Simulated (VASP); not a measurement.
Input of a VASP 6.6.1 run:

INCAR

```
ALGO = Fast
EDIFF = 1E-6
ENCUT = 520
ISIF = 2
ISMEAR = 0
LASPH = T
LCHARG = F
LREAL = F
LWAVE = F
NBANDS = 18
NELM = 60
PREC = Accurate
SIGMA = 0.15
```

Contents of KPOINTS:

```
k-points
0
Gamma
  19 19 4
```

The input POSCAR:

```
Al
1.0
    2.0239800000     -2.0239800000      0.0000000000
    2.0239800000      0.0000000000     -2.0239800000
    8.9619454038      8.9619454038      8.9619454038
Al
6
Direct
    0.6666666667      0.6666666667      0.0752654739
    0.0000000000      0.0000000000      0.8280707741
    0.3333333333      0.3333333333      0.2258265340
    0.6666666667      0.6666666667      0.5269486540
    0.0000000000      0.0000000000      0.3763875940
    0.3333333333      0.3333333333      0.6775097141
```

Potentials or basis: VASP PAW LDA potentials, release 64 (Al).

Command:

```sh
$ cat potpaw_LDA.64/Al/POTCAR > POTCAR
$ mpirun -np 1 vasp_std > vasp.out
```

Predict the pressure.

-4.5 GPa.

What does it give for the largest force?

0.173 eV/Å.

What does it give for the band gap on the k mesh?

Zero (bands 9 and 10 overlap by 3.97 eV).

Stress tensor (GPa, compression positive):
```
-4.50  0.40  0.40
 0.40 -4.50  0.40
 0.40  0.40 -4.50
```

Caveat: the cell differs from its parent crystal (the distance across one plane changed); the cell stands under tension.
